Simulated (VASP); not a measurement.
# P (R-3m) in VASP: further runs, part 2 of 2

VASP 6.6.1. Earlier steps stand in the parts before.

**3. Single point, r2SCAN+D3(BJ) (14.83 Å³/atom)**

This run uses another cell than the first one, of 14.83 Å³/atom.

POSCAR reads:

```
P
1.0
    1.7111354091      0.9879244891      2.9246201810
   -1.7111354091      0.9879244891      2.9246201810
    0.0000000000     -1.9758489781      2.9246201810
P
2
Direct
    0.2325379961      0.2325379961      0.2325379961
    0.7674620039      0.7674620039      0.7674620039
```

INCAR.step1 reads:

```
  ALGO = Normal
  EDIFF = 1E-4
  ENCUT = 520
  GGA = PE
  ISMEAR = 0
  LASPH = T
  LCHARG = F
  LREAL = F
  LWAVE = T
  NBANDS = 12
  NELM = 60
  PREC = Accurate
  SIGMA = 0.05
```

INCAR.step2 reads:

```
  ALGO = Normal
  EDIFF = 1E-7
  ENCUT = 520
  ISIF = 2
  ISMEAR = 0
  ISTART = 1
  IVDW = 12
  LASPH = T
  LCHARG = F
  LMIXTAU = T
  LREAL = F
  LWAVE = F
  METAGGA = R2SCAN
  NBANDS = 12
  NELM = 60
  PREC = Accurate
  SIGMA = 0.05
  VDW_A1 = 0.49484001
  VDW_A2 = 5.73083694
  VDW_S6 = 1.0
  VDW_S8 = 0.78981345
```

KPOINTS reads:

```
k-points
0
Gamma
  16 16 16
```

Potentials or basis: VASP PAW PBE potentials, release 64 (P).

Started as:

```bash
$ cat potpaw_PBE.64/P/POTCAR > POTCAR
$ cp INCAR.step1 INCAR
$ mpirun -np 1 vasp_std > vasp.out
$ cp INCAR.step2 INCAR
$ mpirun -np 1 vasp_std > vasp.out
```

OUTCAR:

```text
EDIFF = 1E-7
   ENCUT = 520
   ISIF = 2
   ISMEAR = 0
   ISTART = 1
   IVDW = 12
   LASPH = T
   LREAL = F
   METAGGA = R2SCAN
   NELM = 60
   PREC = Accurate
 IVDW          = 12

 ion  position               nearest neighbor table
   1  0.233  0.233  0.233-   2 2.29   2 2.29   2 2.29   2 2.65   2 2.65   2 2.65
   2  0.767  0.767  0.767-   1 2.29   1 2.29   1 2.29   1 2.65   1 2.65   1 2.65

  LATTYP: Found a trigonal (rhomboedric) cell.
 ALAT       =     3.5295017194
 COS(alpha) =     0.5299198022

  Lattice vectors:

 A1 = (   1.7111354091,   0.9879244891,   2.9246201810)
 A2 = (  -1.7111354091,   0.9879244891,   2.9246201810)
 A3 = (   0.0000000000,  -1.9758489781,   2.9246201810)

Analysis of symmetry for initial positions (statically):
=====================================================================
 Subroutine PRICEL returns:
 Original cell was already a primitive cell.

 Routine SETGRP: Setting up the symmetry group for a
 trigonal (rhombohedral) supercell.

 Subroutine GETGRP returns: Found 12 space group operations
 (whereof 12 operations were pure point group operations)
 out of a pool of 12 trial point group operations.

The static configuration has the point symmetry D_3d.

Analysis of symmetry for dynamics (positions and initial velocities):
=====================================================================
 Subroutine PRICEL returns:
 Original cell was already a primitive cell.

 Routine SETGRP: Setting up the symmetry group for a
 trigonal (rhombohedral) supercell.

 Subroutine GETGRP returns: Found 12 space group operations
 (whereof 12 operations were pure point group operations)
 out of a pool of 12 trial point group operations.

The dynamic configuration has the point symmetry D_3d.

 Subroutine INISYM returns: Found 12 space group operations
 (whereof 12 operations are pure point group operations),
 and found     1 'primitive' translations

----------------------------------------------------------------------------------------

                                     Primitive cell

  volume of cell :      29.6639

  direct lattice vectors                    reciprocal lattice vectors
     1.711135409  0.987924489  2.924620181     0.292203643  0.168703852  0.113974914
    -1.711135409  0.987924489  2.924620181    -0.292203643  0.168703852  0.113974914
     0.000000000 -1.975848978  2.924620181     0.000000000 -0.337407704  0.113974914

  length of vectors
     3.529501719  3.529501719  3.529501719     0.356137950  0.356137950  0.356137950

  position of ions in fractional coordinates (direct lattice)
     0.232537996  0.232537996  0.232537996
     0.767462004  0.767462004  0.767462004

  ion indices of the primitive-cell ions
   primitive index   ion index
                 1           1
                 2           2

----------------------------------------------------------------------------------------

 KPOINTS: k-points

Automatic generation of k-mesh.
 Grid dimensions read from file:
 generate k-points for:   16   16   16

 Generating k-lattice:

  Cartesian coordinates                     Fractional coordinates (reciprocal lattice)
[... 42 lines left out ...]
   k-points           NKPTS =    417   k-points in BZ     NKDIM =    417   number of bands    NBANDS=     12
   number of dos      NEDOS =    301   number of ions     NIONS =      2
   total plane-waves  NPLWV =  21952
   dimension x,y,z NGX =    28 NGY =   28 NGZ =   28
   dimension x,y,z NGXF=    56 NGYF=   56 NGZF=   56
   ions per type =               2
   NGX,Y,Z   is equivalent  to a cutoff of  13.19, 13.19, 13.19 a.u.
   NGXF,Y,Z  is equivalent  to a cutoff of  26.38, 26.38, 26.38 a.u.
 SYSTEM =  unknown system
   PREC   = accura    normal or accurate (medium, high low for compatibility)
   ISTART =      1    job   : 0-new  1-cont  2-samecut
   ICHARG =      0    charge: 1-file 2-atom 10-const
   ISPIN  =      1    spin polarized calculation?
   LNONCOLLINEAR =      F non collinear calculations
   LSORBIT =      F    spin-orbit coupling
   LASPH  =      T    aspherical Exc in radial PAW
   ENCUT  =  520.0 eV  38.22 Ry    6.18 a.u.   6.56  6.56  6.56*2*pi/ulx,y,z
   NELM   =     60;   NELMIN=  2; NELMDL=  0     # of ELM steps
   EDIFF  = 0.1E-06   stopping-criterion for ELM
   LREAL  =      F    real-space projection
   EDIFFG = 0.1E-05   stopping-criterion for IOM
   NSW    =      0    number of steps for IOM
   IBRION =     -1    ionic relax: 0-MD 1-quasi-New 2-CG
   NFREE  =      0    steps in history (QN), initial steepest desc. (CG)
   ISIF   =      2    stress and relaxation
   ISYM   =      2    0-nonsym 1-usesym 2-fastsym
   POTIM  = 0.5000    time-step for ionic-motion
   TEBEG  =    0.0;   TEEND  =   0.0 temperature during run
   PSTRESS=    0.0 pullay stress
   NELECT =      10.0000    total number of electrons
   NUPDOWN=      -1.0000    fix difference up-down
   EMIN   =  10.00;   EMAX   =-10.00  energy-range for DOS
   EFERMI =   0.00;   METHOD = LEGACY
   ISMEAR =     0;   SIGMA  =   0.05  broadening in eV -4-tet -1-fermi 0-gaus
   EFERMI_NEDOS =   21; number of points for ismear=-14 and -15
   IALGO  =     38    algorithm
   IMIX   =      4    mixing-type and parameters
     AMIX     =   0.40;   BMIX     =  1.00
     AMIX_MAG =   1.60;   BMIX_MAG =  1.00
  volume/ion in A,a.u.               =      14.83       100.09
  Fermi-wavevector in a.u.,A,eV,Ry     =   1.139371  2.153099 17.662629  1.298167
  Thomas-Fermi vector in A             =   2.276075
   LORBIT       =      0    0 simple, 1 ext, 2 COOP (PROOUT), +10 PAW based schemes
   METAGGA = R2SCAN    functional components
   LHFCALC =     F    Hartree Fock is set to
   AEXX    =    0.0000 exact exchange contribution
   IVDW    =    12    specifies the selected vdW correction
   LEPSILON=     F    determine dielectric tensor
   LRPA    =     F    only Hartree local field effects (RPA)
 non-spin polarized calculation
 Gauss-broadening in eV      SIGMA  =   0.05
  energy-cutoff  :      520.00
  volume of cell :       29.66
 maximum number of plane-waves:       816
 NGX is ok and might be reduce to    28
   NGX = 13   NGY = 13   NGZ = 13

 number of electron       9.9999999 magnetization

 Free energy of the ion-electron system (eV)
  ---------------------------------------------------
  ext. energy  EPLUGINS =         0.00000000
  ---------------------------------------------------
  free energy    TOTEN  =       -17.73855878 eV

  energy without entropy =      -17.73812670  energy(sigma->0) =      -17.73834274

 E-fermi :  10.0266     XC(G=0): -11.7323

 val. band max:       10.0090229292   @ k =   0.5000   0.3750   0.3125
 cond. band min:      10.0319321022   @ k =  -0.4375   0.1250   0.0625
 fundamental gap:      0.0229091730
 Fermi energy:        10.0266127854

 k-point     1 :       0.0000    0.0000    0.0000
  band No.  band energies     occupation
      1      -7.9293      2.00000
      2       6.8597      2.00000
      3       6.8597      2.00000
      4       6.8799      2.00000
      5       7.6181      2.00000
      6      12.2565      0.00000
      7      13.3912      0.00000
      8      13.3912      0.00000
      9      15.8156      0.00000
     10      15.8156      0.00000
     11      17.0443      0.00000
     12      17.0928      0.00000
[... 331 lines left out ...]
 k-point    24 :      -0.0625    0.0625    0.0000
  band No.  band energies     occupation
      1      -7.7402      2.00000
      2       5.1516      2.00000
      3       6.4585      2.00000
      4       7.0336      2.00000
      5       8.6857      2.00000
      6      12.5077      0.00000
      7      13.0687      0.00000
      8      13.4469      0.00000
      9      14.8233      0.00000
     10      15.1715      0.00000
     11      16.4645      0.00000
     12      18.0965      0.00000

 [... further k-points ...]

------------------------ aborting loop because EDIFF is reached ----------------------------------------

 Edisp (eV)   -0.44534

 E8    (eV) :    -0.1266

  FORCE on cell =-STRESS in cart. coord.  units (eV):
  Direction    XX          YY          ZZ          XY          YZ          ZX
  --------------------------------------------------------------------------------------
  -------------------------------------------------------------------------------------
  Total       0.29405     0.29405     0.32141     0.00000     0.00000     0.00000
  in kB      15.88172    15.88172    17.35962     0.00000     0.00000     0.00000
  external pressure =       16.37 kB  Pullay stress =        0.00 kB

 VOLUME and BASIS-vectors are now :
 -----------------------------------------------------------------------------
  energy-cutoff  :      520.00
  volume of cell :       29.66
      direct lattice vectors                 reciprocal lattice vectors
     1.711135409  0.987924489  2.924620181     0.292203643  0.168703852  0.113974914
    -1.711135409  0.987924489  2.924620181    -0.292203643  0.168703852  0.113974914
     0.000000000 -1.975848978  2.924620181     0.000000000 -0.337407704  0.113974914

 POSITION                                       TOTAL-FORCE (eV/Angst)
 -----------------------------------------------------------------------------------
      0.00000      0.00000      2.04026         0.000000     -0.000000     -0.087493
      0.00000      0.00000      6.73360         0.000000      0.000000      0.087493
 -----------------------------------------------------------------------------------
    total drift:                                0.000000      0.000000      0.000000

  FREE ENERGIE OF THE ION-ELECTRON SYSTEM (eV)
  ---------------------------------------------------
  free  energy   TOTEN  =       -18.1839017344 eV

  energy  without entropy=      -18.1834696546  energy(sigma->0) =      -18.18368569
```

Run time: 15 min. Hardware: 1 thread of Oxide Virtual Turin-like, shared host; peak memory 0.22 GiB.

What came out:

```
Free energy                : -18.1839 eV
Pressure                   : 1.6 GPa
Largest force              : 0.087 eV/Å
Band gap on the k mesh     : zero (bands 5 and 6 overlap by 1.45 eV)
Dispersion energy per atom : -0.223 eV
```

Forces in eV/Å, atoms in the order of the input:
```
P    0.000  0.000 -0.087
P    0.000  0.000  0.087
```

Stress tensor (GPa, compression positive):
```
1.59 0.00 0.00
0.00 1.59 0.00
0.00 0.00 1.74
```

Caveat: the PAW data sets were made with another functional, which shifts forces and pressure a little.

**4. Single point, r2SCAN+D3(BJ) (15.45 Å³/atom)**

This run uses another cell than the first one, of 15.45 Å³/atom.

POSCAR reads:

```
P
1.0
    1.7218934584      0.9941356517      3.0085306753
   -1.7218934584      0.9941356517      3.0085306753
    0.0000000000     -1.9882713035      3.0085306753
P
2
Direct
    0.2300537837      0.2300537837      0.2300537837
    0.7699462163      0.7699462163      0.7699462163
```

INCAR.step1 reads:

```
PREC = Accurate
ENCUT = 520
ISMEAR = 0
SIGMA = 0.05
LREAL = F
LASPH = T
NELM = 80
NBANDS = 12
GGA = PE
ALGO = Normal
EDIFF = 1E-4
LWAVE = T
LCHARG = F
```

INCAR.step2 reads:

```
PREC = Accurate
ENCUT = 520
EDIFF = 1E-6
ISMEAR = 0
SIGMA = 0.05
LREAL = F
LASPH = T
NELM = 80
ALGO = Normal
ISIF = 2
LWAVE = F
LCHARG = F
METAGGA = R2SCAN
LMIXTAU = T
IVDW = 12
VDW_S6 = 1.0
VDW_S8 = 0.78981345
VDW_A1 = 0.49484001
VDW_A2 = 5.73083694
NBANDS = 12
ISTART = 1
```

KPOINTS reads:

```
Automatic mesh
0
Gamma
  16 16 16
```

Potentials or basis: VASP PAW PBE potentials, release 64 (P).

Started as:

```bash
$ cat potpaw_PBE.64/P/POTCAR > POTCAR
$ cp INCAR.step1 INCAR
$ mpirun -np 1 vasp_std > vasp.out
$ cp INCAR.step2 INCAR
$ mpirun -np 1 vasp_std > vasp.out
```

OUTCAR:

```text
PREC = Accurate
   ENCUT = 520
   EDIFF = 1E-6
   ISMEAR = 0
   LREAL = F
   LASPH = T
   NELM = 80
   ISIF = 2
   METAGGA = R2SCAN
   IVDW = 12
   ISTART = 1
 IVDW          = 12

 ion  position               nearest neighbor table
   1  0.230  0.230  0.230-   2 2.29   2 2.29   2 2.29   2 2.73   2 2.73   2 2.73
   2  0.770  0.770  0.770-   1 2.29   1 2.29   1 2.29   1 2.73   1 2.73   1 2.73

  LATTYP: Found a trigonal (rhomboedric) cell.
 ALAT       =     3.6061724307
 COS(alpha) =     0.5440160355

[... 549 lines left out ...]
------------------------ aborting loop because EDIFF is reached ----------------------------------------

 Edisp (eV)   -0.42725

 E8    (eV) :    -0.1215

  FORCE on cell =-STRESS in cart. coord.  units (eV):
  Direction    XX          YY          ZZ          XY          YZ          ZX
  --------------------------------------------------------------------------------------
  -------------------------------------------------------------------------------------
  Total      -0.10289    -0.10289    -0.08547    -0.00000     0.00000     0.00000
  in kB      -5.33486    -5.33486    -4.43191    -0.00000     0.00000     0.00000
  external pressure =       -5.03 kB  Pullay stress =        0.00 kB

 VOLUME and BASIS-vectors are now :
 -----------------------------------------------------------------------------
  energy-cutoff  :      520.00
  volume of cell :       30.90
      direct lattice vectors                 reciprocal lattice vectors
     1.721893458  0.994135652  3.008530675     0.290378012  0.167649824  0.110796056
    -1.721893458  0.994135652  3.008530675    -0.290378012  0.167649824  0.110796056
     0.000000000 -1.988271303  3.008530675     0.000000000 -0.335299647  0.110796056

 POSITION                                       TOTAL-FORCE (eV/Angst)
 -----------------------------------------------------------------------------------
      0.00000     -0.00000      2.07637         0.000000      0.000000     -0.100529
      0.00000     -0.00000      6.94922         0.000000     -0.000000      0.100529
 -----------------------------------------------------------------------------------
    total drift:                               -0.000000      0.000000     -0.000000

  FREE ENERGIE OF THE ION-ELECTRON SYSTEM (eV)
  ---------------------------------------------------
  free  energy   TOTEN  =       -18.1938742246 eV

  energy  without entropy=      -18.1935757664  energy(sigma->0) =      -18.19372500
```

Wall time 10 min (1 thread of Oxide Virtual Turin-like, shared host); peak memory 0.22 GiB.

Results:

| Item | Value |
| --- | --- |
| Free energy | -18.1939 eV |
| Pressure | -0.5 GPa |
| Largest force | 0.101 eV/Å |
| Band gap on the k mesh | zero (bands 5 and 6 overlap by 1.12 eV) |
| Dispersion energy per atom | -0.214 eV |

Forces in eV/Å, atoms in the order of the input:
```
P    0.000  0.000 -0.101
P    0.000  0.000  0.101
```

Caveat: the PAW data sets were made with another functional, which shifts forces and pressure a little.

**5. Summary**

| cell | gap on the mesh (eV) | pressure (GPa) | largest force (eV/Å) |
| --- | --- | --- | --- |
| a = 3.459 Å, angles 58.7°, 2 atoms, atomic positions A | none | 4.9 | 0.09 |
| a = 3.530 Å, angles 58.0°, 2 atoms, atomic positions B | none | 1.6 | 0.09 |
| a = 3.606 Å, angles 57.0°, 2 atoms, atomic positions C | none | -0.5 | 0.10 |

Alike in all rows: task single point; level r2SCAN+D3(BJ); potentials or basis VASP PAW PBE potentials, release 64 (P); no spin polarisation; k mesh 16 × 16 × 16; cutoff (eV) 520; smearing gaussian 0.05 eV.

Caveats: the PAW data sets were made with another functional, which shifts forces and pressure a little; the cell stands under pressure (at least some runs).

Total energies depend on the potentials used, so only differences within one code and one set of settings carry meaning.

The gap in the log of VASP goes by the Fermi energy; the results here count the filled bands.